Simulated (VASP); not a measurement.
# Hf5C3 (Cmmm) in VASP: single point with PBE

Aim: the single point of Hf5C3 with PBE.

Everything below comes from runs of VASP 6.6.1. Logs are shortened: lines on timing, memory, paths and dates and some standing lists are left out, and cuts for length are marked.

### 1 The cell of the first run

Symmetry: Cmmm, No. 65, orthorhombic system. The conventional cell has a = 7.273 Å, b = 10.190 Å, c = 3.323 Å, α = 90.00°, β = 90.00°, γ = 90.00°. Hf (site symmetry mmm) has 4 C at 2.33 Å and 10 Hf at 2.73 to 3.32 Å within 3.4 Å. Hf (site symmetry 2/m) has 6 C at 2.63 to 3.13 Å and 10 Hf at 3.06 to 3.64 Å within 3.7 Å. Hf (site symmetry 2mm) has 4 C at 2.22 to 2.72 Å and 7 Hf at 2.73 to 3.06 Å within 3.1 Å. Within 2.9 Å of C (site symmetry mmm) lie 4 Hf at 2.22 Å. C (site symmetry m2m) has 8 Hf at 2.33 to 2.72 Å within 3.1 Å.

The cell was generated, and may not be a known phase.

### 2 Single point, PBE

Input file INCAR:

```
SYSTEM = Hf5C3
PREC = Accurate
ENCUT = 520
EDIFF = 1E-7
ISMEAR = 0
SIGMA = 0.2
LREAL = .FALSE.
LASPH = .TRUE.
NELM = 100
ALGO = Normal
ISIF = 2
LWAVE = .FALSE.
LCHARG = .FALSE.
GGA = PE
NBANDS = 41
```

Input file KPOINTS:

```
Automatic mesh
0
G
  3 3 4
  0 0 0
```

Input file POSCAR:

```
Hf5C3
1.0
    3.6363588795     -5.0949289675      0.0000000000
    3.6363588795      5.0949289675      0.0000000000
    0.0000000000      0.0000000000      3.3226862412
Hf C
5 3
Direct
    0.0000000000      0.0000000000      0.0000000000
    0.0000000000      0.5000000000      0.0000000000
    0.5000000000      0.0000000000      0.0000000000
    0.2978512117      0.2978512117      0.5000000000
    0.7021487883      0.7021487883      0.5000000000
    0.5000000000      0.5000000000      0.0000000000
    0.8391532576      0.1608467424      0.5000000000
    0.1608467424      0.8391532576      0.5000000000
```

Potentials or basis: VASP PAW PBE potentials, release 64 (Hf_pv, C).

Started as:

```console
> cat potpaw_PBE.64/Hf_pv/POTCAR potpaw_PBE.64/C/POTCAR > POTCAR
> mpirun -np 1 vasp_std > vasp.out
```

OUTCAR:

```text
SYSTEM = Hf5C3
   PREC = Accurate
   ENCUT = 520
   EDIFF = 1E-7
   ISMEAR = 0
   LREAL = .FALSE.
   LASPH = .TRUE.
   NELM = 100
   ISIF = 2
   GGA = PE

 ion  position               nearest neighbor table
   1  0.000  0.000  0.000-   7 2.33   8 2.33   7 2.33   8 2.33   4 2.73   5 2.73   4 2.73   5 2.73
                             2 3.13   3 3.13   2 3.13   3 3.13
   2  0.000  0.500  0.000-   7 2.63   8 2.63   7 2.63   8 2.63   4 3.06   5 3.06   4 3.06   5 3.06
                             1 3.13   1 3.13   3 3.64   3 3.64
   3  0.500  0.000  0.000-   7 2.63   8 2.63   7 2.63   8 2.63   4 3.06   5 3.06   4 3.06   5 3.06
                             1 3.13   1 3.13   2 3.64   2 3.64
   4  0.298  0.298  0.500-   6 2.22   6 2.22   8 2.72   7 2.72   1 2.73   1 2.73   5 2.94   2 3.06
                             2 3.06   3 3.06   3 3.06
   5  0.702  0.702  0.500-   6 2.22   6 2.22   8 2.72   7 2.72   1 2.73   1 2.73   4 2.94   2 3.06
                             2 3.06   3 3.06   3 3.06
   6  0.500  0.500  0.000-   4 2.22   5 2.22   4 2.22   5 2.22
   7  0.839  0.161  0.500-   1 2.33   1 2.33   3 2.63   2 2.63   2 2.63   3 2.63   5 2.72   4 2.72

   8  0.161  0.839  0.500-   1 2.33   1 2.33   3 2.63   2 2.63   2 2.63   3 2.63   5 2.72   4 2.72

  LATTYP: Found a base centered orthorhombic cell.
 ALAT       =     7.2727177590
 B/A-ratio  =     1.4011072989
 C/A-ratio  =     0.4568699558

  Lattice vectors:

 A1 = (   3.6363588795,  -5.0949289675,   0.0000000000)
 A2 = (   3.6363588795,   5.0949289675,   0.0000000000)
 A3 = (   0.0000000000,   0.0000000000,   3.3226862412)

Analysis of symmetry for initial positions (statically):
=====================================================================
 Subroutine PRICEL returns:
 Original cell was already a primitive cell.

 Routine SETGRP: Setting up the symmetry group for a
 base centered orthorhombic supercell.

 Subroutine GETGRP returns: Found  8 space group operations
 (whereof  8 operations were pure point group operations)
 out of a pool of  8 trial point group operations.

The static configuration has the point symmetry D_2h.

Analysis of symmetry for dynamics (positions and initial velocities):
=====================================================================
 Subroutine PRICEL returns:
 Original cell was already a primitive cell.

 Routine SETGRP: Setting up the symmetry group for a
 base centered orthorhombic supercell.

 Subroutine GETGRP returns: Found  8 space group operations
 (whereof  8 operations were pure point group operations)
 out of a pool of  8 trial point group operations.

The dynamic configuration has the point symmetry D_2h.

 Subroutine INISYM returns: Found  8 space group operations
 (whereof  8 operations are pure point group operations),
 and found     1 'primitive' translations

----------------------------------------------------------------------------------------

                                     Primitive cell

  volume of cell :     123.1188

  direct lattice vectors                    reciprocal lattice vectors
     3.636358879 -5.094928967  0.000000000     0.137500180 -0.098136795  0.000000000
     3.636358879  5.094928967  0.000000000     0.137500180  0.098136795  0.000000000
     0.000000000  0.000000000  3.322686241     0.000000000  0.000000000  0.300961309

  length of vectors
     6.259505339  6.259505339  3.322686241     0.168929364  0.168929364  0.300961309

  position of ions in fractional coordinates (direct lattice)
     0.000000000  0.000000000  0.000000000
     1.000000000  0.500000000  0.000000000
     0.500000000  1.000000000  0.000000000
     0.297851212  0.297851212  0.500000000
     0.702148788  0.702148788  0.500000000
     0.500000000  0.500000000  0.000000000
     0.839153258  0.160846742  0.500000000
     0.160846742  0.839153258  0.500000000

  ion indices of the primitive-cell ions
   primitive index   ion index
                 1           1
                 2           2
                 3           3
                 4           4
                 5           5
                 6           6
                 7           7
                 8           8

----------------------------------------------------------------------------------------

 KPOINTS: Automatic mesh

Automatic generation of k-mesh.
 Grid dimensions read from file:
 generate k-points for:    3    3    4

 Generating k-lattice:

  Cartesian coordinates                     Fractional coordinates (reciprocal lattice)
     0.045833393 -0.032712265  0.000000000     0.333333333  0.000000000  0.000000000
     0.045833393  0.032712265  0.000000000     0.000000000  0.333333333  0.000000000
     0.000000000  0.000000000  0.075240327     0.000000000  0.000000000  0.250000000

  Length of vectors
     0.056309788  0.056309788  0.075240327

  Shift w.r.t. Gamma in fractional coordinates (k-lattice)
     0.000000000  0.000000000  0.000000000

 Subroutine IBZKPT returns following result:
 ===========================================

 Found     12 irreducible k-points:

 Following reciprocal coordinates:
            Coordinates               Weight
  0.000000  0.000000  0.000000      1.000000
  0.333333  0.000000  0.000000      4.000000
  0.333333  0.333333  0.000000      2.000000
 -0.333333  0.333333  0.000000      2.000000
  0.000000  0.000000  0.250000      2.000000
  0.333333  0.000000  0.250000      8.000000
  0.333333  0.333333  0.250000      4.000000
 -0.333333  0.333333  0.250000      4.000000
  0.000000  0.000000  0.500000      1.000000
  0.333333  0.000000  0.500000      4.000000
  0.333333  0.333333  0.500000      2.000000
 -0.333333  0.333333  0.500000      2.000000
   k-points           NKPTS =     12   k-points in BZ     NKDIM =     12   number of bands    NBANDS=     41
   number of dos      NEDOS =    301   number of ions     NIONS =      8
   total plane-waves  NPLWV =  64512
   dimension x,y,z NGX =    48 NGY =   48 NGZ =   28
   dimension x,y,z NGXF=    96 NGYF=   96 NGZF=   56
   ions per type =               5   3
   NGX,Y,Z   is equivalent  to a cutoff of  12.75, 12.75, 14.01 a.u.
   NGXF,Y,Z  is equivalent  to a cutoff of  25.50, 25.50, 28.02 a.u.
 SYSTEM =  Hf5C3
   PREC   = accura    normal or accurate (medium, high low for compatibility)
   ISTART =      0    job   : 0-new  1-cont  2-samecut
   ICHARG =      2    charge: 1-file 2-atom 10-const
   ISPIN  =      1    spin polarized calculation?
   LNONCOLLINEAR =      F non collinear calculations
   LSORBIT =      F    spin-orbit coupling
   LASPH  =      T    aspherical Exc in radial PAW
   ENCUT  =  520.0 eV  38.22 Ry    6.18 a.u.  11.64 11.64  6.18*2*pi/ulx,y,z
   NELM   =    100;   NELMIN=  2; NELMDL= -5     # of ELM steps
   EDIFF  = 0.1E-06   stopping-criterion for ELM
   LREAL  =      F    real-space projection
   EDIFFG = 0.1E-05   stopping-criterion for IOM
   NSW    =      0    number of steps for IOM
   IBRION =     -1    ionic relax: 0-MD 1-quasi-New 2-CG
   NFREE  =      0    steps in history (QN), initial steepest desc. (CG)
   ISIF   =      2    stress and relaxation
   ISYM   =      2    0-nonsym 1-usesym 2-fastsym
   POTIM  = 0.5000    time-step for ionic-motion
   TEBEG  =    0.0;   TEEND  =   0.0 temperature during run
   PSTRESS=    0.0 pullay stress
   NELECT =      62.0000    total number of electrons
   NUPDOWN=      -1.0000    fix difference up-down
   EMIN   =  10.00;   EMAX   =-10.00  energy-range for DOS
   EFERMI =   0.00;   METHOD = LEGACY
   ISMEAR =     0;   SIGMA  =   0.20  broadening in eV -4-tet -1-fermi 0-gaus
   EFERMI_NEDOS =   21; number of points for ismear=-14 and -15
   IALGO  =     38    algorithm
   IMIX   =      4    mixing-type and parameters
     AMIX     =   0.40;   BMIX     =  1.00
     AMIX_MAG =   1.60;   BMIX_MAG =  1.00
  volume/ion in A,a.u.               =      15.39       103.86
  Fermi-wavevector in a.u.,A,eV,Ry     =   1.302459  2.461290 23.080909  1.696399
  Thomas-Fermi vector in A             =   2.433525
   LORBIT       =      0    0 simple, 1 ext, 2 COOP (PROOUT), +10 PAW based schemes
   GGA     = PE    functional components
   LHFCALC =     F    Hartree Fock is set to
   AEXX    =    0.0000 exact exchange contribution
   IVDW    =     0    specifies the selected vdW correction
   LEPSILON=     F    determine dielectric tensor
   LRPA    =     F    only Hartree local field effects (RPA)
 non-spin polarized calculation
 Gauss-broadening in eV      SIGMA  =   0.20
  energy-cutoff  :      520.00
  volume of cell :      123.12
 maximum number of plane-waves:      3336
 NGX is ok and might be reduce to    48
   NGX = 23   NGY = 23   NGZ = 13

 number of electron      61.9999996 magnetization

 Free energy of the ion-electron system (eV)
  ---------------------------------------------------
  ext. energy  EPLUGINS =         0.00000000
  ---------------------------------------------------
  free energy    TOTEN  =       -75.76136438 eV

  energy without entropy =      -75.67250318  energy(sigma->0) =      -75.71693378

 E-fermi :   5.6556     XC(G=0): -11.7556

 val. band max:        5.6243108780   @ k =   0.3333   0.3333   0.2500
 cond. band min:       5.6708988396   @ k =   0.0000   0.0000   0.0000
 fundamental gap:      0.0465879616
 Fermi energy:         5.6555924759

 k-point     1 :       0.0000    0.0000    0.0000
  band No.  band energies     occupation
      1     -25.6347      2.00000
      2     -25.4998      2.00000
      3     -25.4301      2.00000
      4     -25.3343      2.00000
      5     -25.1742      2.00000
      6     -25.1406      2.00000
[... 33 lines left out ...]
     40       8.9457      0.00000
     41       9.3288      0.00000

 k-point     2 :       0.3333    0.0000    0.0000
  band No.  band energies     occupation
      1     -25.5995      2.00000
      2     -25.5325      2.00000
      3     -25.4057      2.00000
      4     -25.3319      2.00000
      5     -25.1644      2.00000
      6     -25.1475      2.00000
[... 33 lines left out ...]
     40       8.6056      0.00000
     41       9.1515      0.00000

 k-point     3 :       0.3333    0.3333    0.0000
  band No.  band energies     occupation
      1     -25.5948      2.00000
      2     -25.5409      2.00000
      3     -25.3480      2.00000
      4     -25.3207      2.00000
      5     -25.1607      2.00000
      6     -25.1479      2.00000
[... 33 lines left out ...]
     40       8.5411      0.00000
     41       8.7465      0.00000

 k-point     4 :      -0.3333    0.3333    0.0000
  band No.  band energies     occupation
      1     -25.5753      2.00000
      2     -25.5622      2.00000
      3     -25.3499      2.00000
      4     -25.2965      2.00000
      5     -25.1565      2.00000
      6     -25.1525      2.00000
[... 297 lines left out ...]
     40       9.6071      0.00000
     41      10.1848      0.00000

 k-point    11 :       0.3333    0.3333    0.5000
  band No.  band energies     occupation
      1     -25.5761      2.00000
      2     -25.4987      2.00000
      3     -25.4804      2.00000
      4     -25.4157      2.00000
      5     -25.3339      2.00000
      6     -25.2371      2.00000
[... 33 lines left out ...]
     40       9.7870      0.00000
     41      10.1771      0.00000

 k-point    12 :      -0.3333    0.3333    0.5000
  band No.  band energies     occupation
      1     -25.5642      2.00000
      2     -25.4949      2.00000
      3     -25.4886      2.00000
      4     -25.4289      2.00000
      5     -25.3174      2.00000
      6     -25.2629      2.00000
[... 33 lines left out ...]
     40      10.2619      0.00000
     41      10.3278      0.00000

------------------------ aborting loop because EDIFF is reached ----------------------------------------

  FORCE on cell =-STRESS in cart. coord.  units (eV):
  Direction    XX          YY          ZZ          XY          YZ          ZX
  --------------------------------------------------------------------------------------
  -------------------------------------------------------------------------------------
  Total       -0.6484219     -0.4944498     -0.5252188      0.0000000      0.0000000      0.0000000
  in kB       -8.4380878     -6.4344075     -6.8348125      0.0000000      0.0000000      0.0000000
  external PRESSURE =      -7.2357693 kB  Pullay stress =       0.0000000 kB

 VOLUME and BASIS-vectors are now :
 -----------------------------------------------------------------------------
  energy-cutoff  :      520.00
  volume of cell :      123.12
      direct lattice vectors                 reciprocal lattice vectors
     3.636358879 -5.094928967  0.000000000     0.137500180 -0.098136795  0.000000000
     3.636358879  5.094928967  0.000000000     0.137500180  0.098136795  0.000000000
     0.000000000  0.000000000  3.322686241     0.000000000  0.000000000  0.300961309

 POSITION                                       TOTAL-FORCE (eV/Angst)
 -----------------------------------------------------------------------------------
      0.00000      0.00000      0.00000         0.000000      0.000000      0.000000
      1.81818      2.54746      0.00000         0.000000      0.000000      0.000000
      1.81818     -2.54746      0.00000         0.000000      0.000000      0.000000
      2.16619      0.00000      1.66134         0.012691      0.000000      0.000000
      5.10653      0.00000      1.66134        -0.012691      0.000000      0.000000
      3.63636      0.00000      0.00000         0.000000      0.000000      0.000000
      3.63636     -3.45592      1.66134         0.000000     -0.029754     -0.000000
      3.63636      3.45592      1.66134         0.000000      0.029754      0.000000
 -----------------------------------------------------------------------------------
    total drift:                                0.000000     -0.000000      0.000000

  FREE ENERGIE OF THE ION-ELECTRON SYSTEM (eV)
  ---------------------------------------------------
  free  energy   TOTEN  =       -75.7613643812 eV

  energy  without entropy=      -75.6725031814  energy(sigma->0) =      -75.71693378
```

Wall time 2.3 min (1 thread of Intel Xeon 8259CL, shared host); peak memory 0.26 GiB.

What came out:

- Free energy: -75.7614 eV
- Pressure: -0.7 GPa
- Largest force: 0.030 eV/Å
- Band gap on the k mesh: zero (bands 31 and 32 overlap by 0.33 eV)

Forces in eV/Å, atoms in the order of the input:
```
Hf   0.000  0.000  0.000
Hf   0.000  0.000  0.000
Hf   0.000  0.000  0.000
Hf   0.013  0.000  0.000
Hf  -0.013  0.000  0.000
C    0.000  0.000  0.000
C    0.000 -0.030  0.000
C    0.000  0.030  0.000
```

Stress tensor (GPa, compression positive):
```
-0.84  0.00  0.00
 0.00 -0.64  0.00
 0.00  0.00 -0.68
```

Caveat: the k points lie up to 0.47 Å⁻¹ apart; spin-orbit coupling is left out, which moves the levels of the heavy elements.

The gap in the log of VASP goes by the Fermi energy; the results here count the filled bands.